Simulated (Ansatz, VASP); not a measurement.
## Ti in VASP and in Ansatz

File INCAR:

```
SYSTEM = Ti
PREC = Accurate
ENCUT = 520
EDIFF = 1E-7
ISMEAR = 0
SIGMA = 0.016
LREAL = .FALSE.
LASPH = .TRUE.
NELM = 100
ALGO = Normal
ISIF = 2
LWAVE = .FALSE.
LCHARG = .FALSE.
GGA = PE
NBANDS = 19
```

Contents of KPOINTS:

```
regular mesh
0
G
  10 10 6
  0 0 0
```

Contents of POSCAR:

```
Ti
1.0
    2.9500000000      0.0000000000      0.0000000000
   -1.4750000000      2.5547749412      0.0000000000
    0.0000000000      0.0000000000      4.6800000000
Ti
2
Direct
    0.6666666667      0.3333333333      0.7500000000
    0.3333333333      0.6666666667      0.2500000000
```

Contents of input.yaml:

```yaml
crystal:
  lattice:
    - [2.95, 0.0, 0.0]
    - [-1.475, 2.5547749412, 0.0]
    - [0.0, 0.0, 4.68]
  atoms:
    - { symbol: Ti, position: [0.6666666667, 0.3333333333, 0.75] }
    - { symbol: Ti, position: [0.3333333333, 0.6666666667, 0.25] }
hamiltonian:
  xc: pbe
  pseudopotentials: { kind: paw }
kpoints:
  mp_grid: { grid: [10, 10, 6] }
scf:
  occupations: { method: gaussian, width: 0.016 }
output:
  forces: true
  stress: true
  eigenvalues: true
  write_density: true
  write_potential: true
  elf: true
  volumetric_format: npy
```

Alike in both runs: task single point; functional PBE; k mesh 10 × 10 × 6; occupations gaussian, width 0.016 eV; no spin polarisation.

|  | VASP | Ansatz |
| --- | --- | --- |
| version | VASP 6.6.1 | Ansatz 0.2.0 |
| potentials or method | VASP PAW PBE potentials, release 64 (Ti_sv) | Ansatz PAW |
| plane-wave cutoff (eV) | 520 | 420 |
| valence electrons in the cell | 24 | 24 |

VASP gave:

| Quantity | Value |
| --- | --- |
| gap on the k mesh at the Fermi level (eV) | none |
| pressure (GPa) | -1.7 |
| traceless stress, the component that is largest in VASP (GPa) | -0.18 |

Problem. Estimate Ansatz's values.

Solution. gap on the k mesh at the Fermi level (eV): none; pressure (GPa): -1.4; traceless stress, the component that is largest in VASP (GPa): -0.18.

A gap of «none» marks a metal or a gap that the smearing closes. With one functional, cell and mesh, what is left measures potentials, basis and numerics.
